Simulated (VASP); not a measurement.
Wanted: the native input for a VASP 6.6.1 run.

| Quantity | Value |
| --- | --- |
| Task | relaxation of cell and atoms |
| Functional | PBE |
| Potentials or basis | VASP PAW PBE potentials, release 64 (B, N) |
| Cutoff | 600 eV |
| k mesh | 12 × 12 × 12 |
| Occupations | gaussian, width 0.02 eV |
| Spin | no spin polarisation |
| Dipole correction | no |
| Further INCAR settings | ALGO = Normal; EDIFF = 1e-07; IBRION = 2; EDIFFG = -0.005; NSW = 100; ISIF = 3 |

The structure of BN lies in POSCAR:

```
BN
1.0
    0.0000000000      1.8075000000      1.8075000000
    1.8075000000      0.0000000000      1.8075000000
    1.8075000000      1.8075000000      0.0000000000
B N
1 1
Direct
    0.0000000000      0.0000000000      0.0000000000
    0.7500000000      0.7500000000      0.7500000000
```

One way to write it, as run:

INCAR

```
SYSTEM = BN
ALGO = Normal
EDIFF = 1E-7
EDIFFG = -0.005
ENCUT = 600
GGA = PE
IBRION = 2
ISIF = 3
ISMEAR = 0
LASPH = .True.
LCHARG = .False.
LREAL = .False.
LWAVE = .False.
NELM = 100
NSW = 100
PREC = Accurate
SIGMA = 0.02
```

KPOINTS

```
k-points
0
Gamma
  12 12 12
  0 0 0
```

Potentials or basis: VASP PAW PBE potentials, release 64 (B, N).

The run is started by

```bash
$ cat potpaw_PBE.64/B/POTCAR potpaw_PBE.64/N/POTCAR > POTCAR
$ mpirun -np 1 vasp_std > vasp.out
```

It gave:

```yaml
Relaxed_volume: 5.95 Å³/atom
Relaxed_cell: a = 2.563 Å, b = 2.563 Å, c = 2.563 Å, α = 60.00°, β = 60.00°, γ = 60.00°
Space_group_after_relaxing_to_0.05_Å: F-43m (No. 216)
Energy_gained_by_relaxing: 0.4 meV/atom
Ionic_steps: 3
Pressure_after_relaxing: 0.0 GPa
Band_gap_on_the_k_mesh: 4.45 eV, indirect (least direct gap 8.78 eV)
```

It took 13 s on 1 thread of Intel(R) Xeon(R) Platinum 8259CL CPU @ 2.50GHz (Skylake/Cascade Lake), on a shared host, peak memory 0.12 GiB.
